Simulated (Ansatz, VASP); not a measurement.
One calculation of HgTe, two programs

```xyz
2
Lattice="0.0000 2.9215 2.8339 2.9215 0.0000 2.8339 2.9215 2.9215 0.0000" Properties=species:S:1:pos:R:3 pbc="T T T"
Hg    0.0000    0.0000    0.0000
Te    2.9215    2.9215    2.8339
```

Change from the starting cell: zz strain of -3 %.

Alike in both runs: task single point; functional LDA; k mesh 10 × 10 × 10; occupations fermi-dirac, width 0.08 eV; no spin polarisation.

```csv
,VASP,Ansatz
version,VASP 6.6.1,Ansatz 0.2.0
potentials or method,"VASP PAW LDA potentials, release 64 (Hg, Te), cutoff 500 eV","all-electron LAPW, scalar-relativistic"
```

```csv
,VASP,Ansatz,Ansatz less VASP
pressure (GPa),7.5,6.9,-0.63
"traceless stress, the component that is largest in VASP (GPa)",3.26,3.13,-0.129
```

LDA's correlation is that of Perdew and Zunger in VASP and of Perdew and Wang (1992) in Ansatz. Ansatz ran all-electron here, and VASP with PAW potentials.

Neither program's run includes spin-orbit coupling.
